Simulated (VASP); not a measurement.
Write the native input for VASP 6.6.1 that does the following.

| Property | Result |
| --- | --- |
| Task | single point |
| Functional | r2SCAN |
| Potentials or basis | VASP PAW PBE potentials, release 64 (Zn, Se) |
| Cutoff | 520 eV |
| k mesh | 4 × 4 × 2 |
| Occupations | gaussian, width 0.01 eV |
| Spin | no spin polarisation |
| Dipole correction | no |
| Further INCAR settings | ALGO = Normal; EDIFF = 1e-07; NBANDS = 26 |

ZnSe:

```
Zn Se
1.0
     4.10770    0.00000    0.00000
     0.00000    4.10770    0.00000
     0.00000    0.00000    6.07035
Zn Se
2 2
Direct
  0.00000 0.00000 0.00000
  0.50000 0.50000 0.00000
  0.00000 0.50000 0.24628
  0.50000 0.00000 0.75372
```

These files were run (other wordings do the same):

POSCAR

```
ZnSe
1.0
    4.1077020000      0.0000000000      0.0000000000
    0.0000000000      4.1077020000      0.0000000000
    0.0000000000      0.0000000000      6.0703500000
Zn Se
2 2
Direct
    0.0000000000      0.0000000000      0.0000000000
    0.5000000000      0.5000000000      0.0000000000
    0.0000000000      0.5000000000      0.2462800000
    0.5000000000      0.0000000000      0.7537200000
```

INCAR.step1

```
SYSTEM = ZnSe
PREC     = Accurate       ! precision mode
ENCUT    = 520            ! plane-wave cutoff, eV
ISMEAR   = 0              ! smearing method
SIGMA    = 0.01           ! smearing width, eV
LREAL    = .FALSE.        ! projectors in reciprocal space
LASPH    = .TRUE.         ! aspherical terms in the spheres
NELM     = 100            ! most SCF steps
NBANDS   = 26             ! bands
GGA      = PE             ! functional
ALGO     = Normal         ! electronic algorithm
EDIFF    = 1E-4           ! SCF threshold, eV
LWAVE    = .TRUE.         ! write WAVECAR
LCHARG   = .FALSE.        ! write CHGCAR
```

INCAR.step2

```
SYSTEM = ZnSe
PREC     = Accurate       ! precision mode
ENCUT    = 520            ! plane-wave cutoff, eV
EDIFF    = 1E-7           ! SCF threshold, eV
ISMEAR   = 0              ! smearing method
SIGMA    = 0.01           ! smearing width, eV
LREAL    = .FALSE.        ! projectors in reciprocal space
LASPH    = .TRUE.         ! aspherical terms in the spheres
NELM     = 100            ! most SCF steps
ALGO     = Normal         ! electronic algorithm
ISIF     = 2              ! what is computed and relaxed
LWAVE    = .FALSE.        ! write WAVECAR
LCHARG   = .TRUE.         ! write CHGCAR
METAGGA  = R2SCAN         ! meta-GGA
LMIXTAU  = .TRUE.       
LELF     = .TRUE.         ! ELF
LVHAR    = .TRUE.       
NBANDS   = 26             ! bands
ISTART   = 1
```

KPOINTS

```
regular mesh
0
G
  4 4 2
  0 0 0
```

Potentials or basis: VASP PAW PBE potentials, release 64 (Zn, Se).

The run is started by

```sh
$ cat potpaw_PBE.64/Zn/POTCAR potpaw_PBE.64/Se/POTCAR > POTCAR
$ cp INCAR.step1 INCAR
$ mpirun -np 1 vasp_std > vasp.out
$ cp INCAR.step2 INCAR
$ mpirun -np 1 vasp_std > vasp.out
```

It gave:

```json
{"Pressure": "-1.8 GPa", "Largest force": "0.376 eV/Å", "Band gap on the k mesh": "2.41 eV"}
```

Caveat: the k points lie up to 0.52 Å⁻¹ apart; the PAW data sets were made with another functional, which shifts forces and pressure a little.

Wall time 51 s on 1 thread of Intel(R) Xeon(R) 6975P-C (Granite Rapids) (shared host), peak memory 0.23 GiB.
